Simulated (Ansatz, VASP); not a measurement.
## Two plane-wave programs on Re

File INCAR:

```
ALGO = Normal
EDIFF = 1E-6
ENCUT = 520
GGA = PE
ISIF = 2
ISMEAR = 0
LASPH = True
LCHARG = False
LREAL = False
LWAVE = False
NBANDS = 10
NELM = 100
PREC = Accurate
SIGMA = 0.15
```

KPOINTS

```
k-points
0
Gamma
  10 10 10
```

Contents of POSCAR:

```
Re
1.0
    0.0000000000      1.9577236186      2.1730732166
    1.9577236186      0.0000000000      2.1730732166
    1.9577236186      1.9577236186      0.0000000000
Re
1
Direct
    0.0000000000      0.0000000000      0.0000000000
```

Input for Ansatz:

```yaml
crystal:
  lattice:
    - [0.0, 1.9577236186, 2.1730732166]
    - [1.9577236186, 0.0, 2.1730732166]
    - [1.9577236186, 1.9577236186, 0.0]
  atoms:
    - { symbol: Re, position: [0.0, 0.0, 0.0] }
basis:
  ecutwfc: 420
kpoints:
  mp_grid: { grid: [10, 10, 10] }
hamiltonian:
  xc: pbe
scf:
  occupations: { method: gaussian, width: 0.15 }
output:
  forces: true
  stress: true
  eigenvalues: true
```

Change from the starting cell: normal strain along x +0.0000, normal strain along z +0.1100.

Alike in both runs: task single point; functional PBE; k mesh 10 × 10 × 10; occupations gaussian, width 0.15 eV; no spin polarisation.

```csv
,VASP,Ansatz
version,VASP 6.6.1,Ansatz 0.2.0
potentials or method,"VASP PAW PBE potentials, release 64 (Re), cutoff 520 eV","scalar-relativistic, plane waves, PAW"
valence electrons in the cell,7,15
```

```tsv
	VASP	Ansatz	Ansatz less VASP
gap on the k mesh at the Fermi level (eV)	none	none	-
pressure (GPa)	-29.4	-28.5	+0.87
traceless stress, the component that is largest in VASP (GPa)	-14.45	-14.77	-0.318
```

A gap of «none» marks a metal or a gap that the smearing closes. Both programs put the cell under strong tension, so it lies far from rest at this level. VASP's potentials hold 7 valence electrons a cell and Ansatz's 15, so a difference there can come from the potentials and not from the codes.

Spin-orbit coupling is off throughout.
